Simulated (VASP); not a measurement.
Runs of VASP 6.6.1 on Pt. The structure is that of space group Im-3m (No. 229), or close to it. The cells are those of the table. This isn't the form of Pt at room conditions, which is fcc.

| task | cell | gap on the mesh (eV) | pressure (GPa) |
| --- | --- | --- | --- |
| relaxation of cell and atoms | relaxed to 45 GPa from a = 2.693 Å, angles 109.5°, 1 atom | none | 45.0 |
| relaxation of cell and atoms | relaxed to 15 GPa from a = 2.693 Å, angles 109.5°, 1 atom | none | 15.0 |
| single point | a = 2.691 Å, angles 109.5°, 1 atom | none | (a) |
| relaxation of cell and atoms | relaxed from a = 2.693 Å, angles 109.5°, 1 atom | none | -0.1 |
| single point | a = 2.653 Å, angles 109.5°, 1 atom | none | 29.5 |

Alike in all rows: level PBE; potentials or basis VASP PAW PBE potentials, release 64 (Pt); no spin polarisation; k mesh 11 × 11 × 11; cutoff (eV) 500; smearing gaussian 0.05 eV.

Task: Estimate the missing entries.

Result: (a) 14.5.

Caveats: spin-orbit coupling is left out, which moves the levels of the heavy elements; the cell is relaxed towards a set pressure, so the run minimises the enthalpy, not the energy (at least some runs); the cell stands under pressure (at least some runs).

A k mesh can miss the band edges, and the runs leave out spin-orbit coupling on Pt.

A gap of «none» marks levels without a gap at the run's occupations.
